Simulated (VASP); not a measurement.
# GaAs (P6_3/mmc) in VASP: settings compared, part 2 of 2

VASP 6.6.1. The steps go on from the part before.

**4. Single point, r2SCAN**

This run uses another cell than the first one, of 22.57 Å³/atom.

POSCAR reads:

```
GaAs
1.0
    4.2497554351      0.0000000000      0.0000000000
   -2.1248777176      3.6803961666      0.0000000000
    0.0000000000      0.0000000000      5.7732410614
Ga As
2 2
Direct
    0.3333333333      0.6666666667      0.2500000000
    0.6666666667      0.3333333333      0.7500000000
    0.6666666667      0.3333333333      0.2500000000
    0.3333333333      0.6666666667      0.7500000000
```

INCAR.step1 reads:

```
  PREC = Accurate
  ENCUT = 520
  ISMEAR = -1
  SIGMA = 0.02
  LREAL = F
  LASPH = T
  NELM = 60
  NBANDS = 26
  GGA = PE
  ALGO = Normal
  EDIFF = 1E-4
  LWAVE = T
  LCHARG = F
```

INCAR.step2 reads:

```
  PREC = Accurate
  ENCUT = 520
  EDIFF = 1E-7
  ISMEAR = -1
  SIGMA = 0.02
  LREAL = F
  LASPH = T
  NELM = 60
  ALGO = Normal
  ISIF = 2
  LWAVE = F
  LCHARG = F
  METAGGA = R2SCAN
  LMIXTAU = T
  NBANDS = 26
  ISTART = 1
```

KPOINTS reads:

```
regular mesh
0
Gamma
  12 12 4
```

Potentials or basis: VASP PAW PBE potentials, release 64 (Ga_d, As).

On the command line:

```console
$ cat potpaw_PBE.64/Ga_d/POTCAR potpaw_PBE.64/As/POTCAR > POTCAR
$ cp INCAR.step1 INCAR
$ mpirun -np 1 vasp_std > vasp.out
$ cp INCAR.step2 INCAR
$ mpirun -np 1 vasp_std > vasp.out
```

OUTCAR:

```text
PREC = Accurate
   ENCUT = 520
   EDIFF = 1E-7
   ISMEAR = -1
   LREAL = F
   LASPH = T
   NELM = 60
   ISIF = 2
   METAGGA = R2SCAN
   ISTART = 1

 ion  position               nearest neighbor table
   1  0.333  0.667  0.250-   3 2.45   3 2.45   3 2.45   4 2.89   4 2.89
   2  0.667  0.333  0.750-   4 2.45   4 2.45   4 2.45   3 2.89   3 2.89
   3  0.667  0.333  0.250-   1 2.45   1 2.45   1 2.45   2 2.89   2 2.89
   4  0.333  0.667  0.750-   2 2.45   2 2.45   2 2.45   1 2.89   1 2.89

  LATTYP: Found a hexagonal cell.
 ALAT       =     4.2497554351
[... 890 lines left out ...]

 [... further k-points ...]
[... 5 lines left out ...]
  --------------------------------------------------------------------------------------
  -------------------------------------------------------------------------------------
  Total       -0.2687430     -0.2687430      0.5111605      0.0000000      0.0000000     -0.0000000
  in kB       -4.7683664     -4.7683664      9.0696315      0.0000000      0.0000000     -0.0000000
  external PRESSURE =      -0.1557004 kB  Pullay stress =       0.0000000 kB

 VOLUME and BASIS-vectors are now :
 -----------------------------------------------------------------------------
  energy-cutoff  :      520.00
  volume of cell :       90.30
      direct lattice vectors                 reciprocal lattice vectors
     4.249755435  0.000000000  0.000000000     0.235307658  0.135854940  0.000000000
    -2.124877718  3.680396167  0.000000000     0.000000000  0.271709880  0.000000000
     0.000000000  0.000000000  5.773241061     0.000000000  0.000000000  0.173212930

 POSITION                                       TOTAL-FORCE (eV/Angst)
 -----------------------------------------------------------------------------------
     -0.00000      2.45360      1.44331        -0.000000      0.000000      0.000000
      2.12488      1.22680      4.32993         0.000000     -0.000000     -0.000000
      2.12488      1.22680      1.44331        -0.000000     -0.000000     -0.000000
     -0.00000      2.45360      4.32993         0.000000     -0.000000     -0.000000
 -----------------------------------------------------------------------------------
    total drift:                                0.000000     -0.000000      0.000000

  FREE ENERGIE OF THE ION-ELECTRON SYSTEM (eV)
  ---------------------------------------------------
  free  energy   TOTEN  =       -52.5181660410 eV

  energy  without entropy=      -52.5168304033  energy(sigma->0) =      -52.51749822
```

OUTCAR.step1:

```text
PREC = Accurate
   ENCUT = 520
   ISMEAR = -1
   LREAL = F
   LASPH = T
[... 926 lines left out ...]
     -0.00000      2.45360      1.44331        -0.000000      0.000000      0.000000
      2.12488      1.22680      4.32993         0.000000      0.000000      0.000000
      2.12488      1.22680      1.44331        -0.000000     -0.000000      0.000000
     -0.00000      2.45360      4.32993        -0.000000     -0.000000      0.000000
 -----------------------------------------------------------------------------------
    total drift:                                0.000000     -0.000000      0.000000

  FREE ENERGIE OF THE ION-ELECTRON SYSTEM (eV)
  ---------------------------------------------------
  free  energy   TOTEN  =       -15.1924690783 eV

  energy  without entropy=      -15.1896444048  energy(sigma->0) =      -15.19105674
```

OSZICAR.step1:

```text
N       E                     dE             d eps       ncg     rms          rms(c)
DAV:   1     0.240950716430E+03    0.24095E+03   -0.17155E+04  3020   0.196E+03
DAV:   2     0.128799020294E+02   -0.22807E+03   -0.21950E+03  3236   0.428E+02
DAV:   3    -0.146371988752E+02   -0.27517E+02   -0.26925E+02  3702   0.120E+02
DAV:   4    -0.155186486559E+02   -0.88145E+00   -0.87774E+00  3408   0.218E+01
DAV:   5    -0.155371267797E+02   -0.18478E-01   -0.18460E-01  3698   0.307E+00    0.389E+00
DAV:   6    -0.152186797082E+02    0.31845E+00   -0.59423E-01  4112   0.104E+01    0.218E+00
DAV:   7    -0.151920680769E+02    0.26612E-01   -0.19338E-01  3578   0.224E+00    0.851E-01
DAV:   8    -0.151922289261E+02   -0.16085E-03   -0.35351E-02  3558   0.230E+00    0.161E-01
DAV:   9    -0.151921042967E+02    0.12463E-03   -0.61616E-03  3672   0.120E+00    0.751E-02
DAV:  10    -0.151923236986E+02   -0.21940E-03   -0.80311E-04  3290   0.230E-01    0.257E-02
DAV:  11    -0.151924696666E+02   -0.14597E-03   -0.22863E-04  2758   0.729E-02    0.106E-02
DAV:  12    -0.151924690783E+02    0.58835E-06   -0.23003E-05  1946   0.330E-02
   1 F= -.15192469E+02 E0= -.15191057E+02  d E =-.282467E-02
```

It took 7.4 min on 1 thread of Intel Xeon Platinum 8488C (Sapphire Rapids), shared host; peak memory 0.3 GiB.

Results:

* Free energy: -52.5182 eV
* Pressure: 0.0 GPa
* Band gap on the k mesh: zero (bands 18 and 19 overlap by 1.19 eV)

Caveat: the PAW data sets were made with another functional, which shifts forces and pressure a little.

**5. Relaxation of cell and atoms, r2SCAN**

This run uses another cell than the first one, of 23.48 Å³/atom.

POSCAR reads:

```
GaAs
1.0
    4.3259134247      0.0000000000      0.0000000000
   -2.1629567124      3.7463509203      0.0000000000
    0.0000000000      0.0000000000      5.7963871008
Ga As
2 2
Direct
    0.3333333333      0.6666666667      0.2500000000
    0.6666666667      0.3333333333      0.7500000000
    0.6666666667      0.3333333333      0.2500000000
    0.3333333333      0.6666666667      0.7500000000
```

INCAR.step1 reads:

```
ALGO = Normal ; EDIFF = 1E-4
ENCUT = 600 ; GGA = PE
ISMEAR = -1 ; LASPH = T
LCHARG = F ; LREAL = F
LWAVE = T ; NELM = 100
PREC = Accurate ; SIGMA = 0.02
```

INCAR.step2 reads:

```
ALGO = Normal ; EDIFF = 1E-6
EDIFFG = -0.005 ; ENCUT = 600
IBRION = 2 ; ISIF = 3
ISMEAR = -1 ; ISTART = 1
LASPH = T ; LCHARG = F
LMIXTAU = T ; LREAL = F
LWAVE = F ; METAGGA = R2SCAN
NELM = 100 ; NSW = 80
PREC = Accurate ; SIGMA = 0.02
```

KPOINTS reads:

```
k-points
0
Gamma
  6 6 4
```

On the command line:

```console
$ cat potpaw_PBE.64/Ga_d/POTCAR potpaw_PBE.64/As/POTCAR > POTCAR
$ cp INCAR.step1 INCAR
$ mpirun -np 1 vasp_std > vasp.out
$ cp INCAR.step2 INCAR
$ mpirun -np 1 vasp_std > vasp.out
```

Run time: 14 min. Hardware: 1 thread of Intel Xeon Platinum 8488C (Sapphire Rapids), shared host; peak memory 0.29 GiB.

The run converged. Its results:

* Free energy: -52.5425 eV
* Relaxed volume: 22.57 Å³/atom
* Relaxed cell: a = 4.252 Å, b = 4.252 Å, c = 5.767 Å, α = 90.00°, β = 90.00°, γ = 120.00°
* Space group after relaxing (to 0.1 Å): P6_3/mmc (No. 194)
* Energy gained by relaxing: 8.8 meV/atom
* Ionic steps: 9
* Pressure after relaxing: 0.0 GPa
* Band gap on the k mesh: zero (bands 18 and 19 overlap by 1.08 eV)

Step by step:
| step | energy change (eV) | largest force (eV/Å) | pressure (GPa) | volume (Å³) |
| --- | --- | --- | --- | --- |
| 1 | 0.0000 | 0.0000 | -2.64 | 93.94 |
| 2 | -0.0298 | 0.0000 | 1.19 | 88.77 |
| 3 | -0.0351 | 0.0000 | 0.06 | 90.17 |
| 4 | -0.0350 | 0.0000 | 0.00 | 90.24 |
| 5 | -0.0351 | 0.0000 | -0.01 | 90.29 |
| 6 | -0.0352 | 0.0000 | -0.03 | 90.35 |
| 7 | -0.0352 | 0.0000 | -0.04 | 90.35 |
| 8 | -0.0352 | 0.0000 | 0.03 | 90.26 |
| 9 | -0.0352 | 0.0000 | 0.01 | 90.28 |

Final structure:
```yaml
crystal:
  lattice:
    - [4.25157, 0.00000, 0.00000]
    - [-2.12579, 3.68197, 0.00000]
    - [0.00000, 0.00000, 5.76707]
  atoms:
    - { symbol: Ga, position: [0.33333, 0.66667, 0.25000] }
    - { symbol: Ga, position: [0.66667, 0.33333, 0.75000] }
    - { symbol: As, position: [0.66667, 0.33333, 0.25000] }
    - { symbol: As, position: [0.33333, 0.66667, 0.75000] }
```

Levels at points of the mesh, in eV from the Fermi level:
| k point | band 14 | band 15 | band 16 | band 17 | band 18 | band 19 | band 20 | band 21 | band 22 |
| --- | --- | --- | --- | --- | --- | --- | --- | --- | --- |
| (0.00, 0.00, 0.00) | -2.53 | -2.47 | -2.47 | -0.72 | -0.72 | 0.41 | 0.80 | 3.03 | 3.03 |
| (0.50, 0.00, 0.00) | -5.93 | -3.79 | -3.74 | -2.03 | -1.75 | -0.34 | 2.56 | 5.46 | 6.33 |
| (0.00, 0.00, 0.50) | -2.98 | -1.69 | -1.69 | -1.69 | -1.69 | -0.14 | -0.14 | 3.73 | 3.73 |
| (0.50, 0.00, 0.50) | -7.36 | -2.94 | -2.94 | -0.69 | -0.69 | 1.40 | 1.40 | 2.87 | 2.87 |

Caveat: the PAW data sets were made with another functional, which shifts forces and pressure a little.

**6. Overview**

```csv
task,level,cell,k mesh,cutoff (eV),gap on the mesh (eV),pressure (GPa),relaxed volume (Å³/atom)
relaxation of cell and atoms,PBE,"relaxed from a = 4.113, b = 4.113, c = 5.141 Å, angles 90.0, 90.0, 120.0°, 4 atoms",6 × 6 × 4,600,none,0.0,23.55
single point,PBE,"a = 4.250, b = 4.250, c = 5.773 Å, angles 90.0, 90.0, 120.0°, 4 atoms",12 × 12 × 4,520,none,2.6,-
single point,r2SCAN,"a = 4.250, b = 4.250, c = 5.773 Å, angles 90.0, 90.0, 120.0°, 4 atoms",12 × 12 × 4,520,none,0.0,-
relaxation of cell and atoms,r2SCAN,"relaxed from a = 4.326, b = 4.326, c = 5.796 Å, angles 90.0, 90.0, 120.0°, 4 atoms",6 × 6 × 4,600,none,0.0,22.57
```

Alike in all rows: potentials or basis VASP PAW PBE potentials, release 64 (Ga_d, As); no spin polarisation; smearing fermi-dirac 0.02 eV.

Caveats: the PAW data sets were made with another functional, which shifts forces and pressure a little (at least some runs); the volume moved by over 15 % at a fixed basis, so the end points are rough (at least some runs).

Total energies depend on the potentials used, so only differences within one code and one set of settings carry meaning.
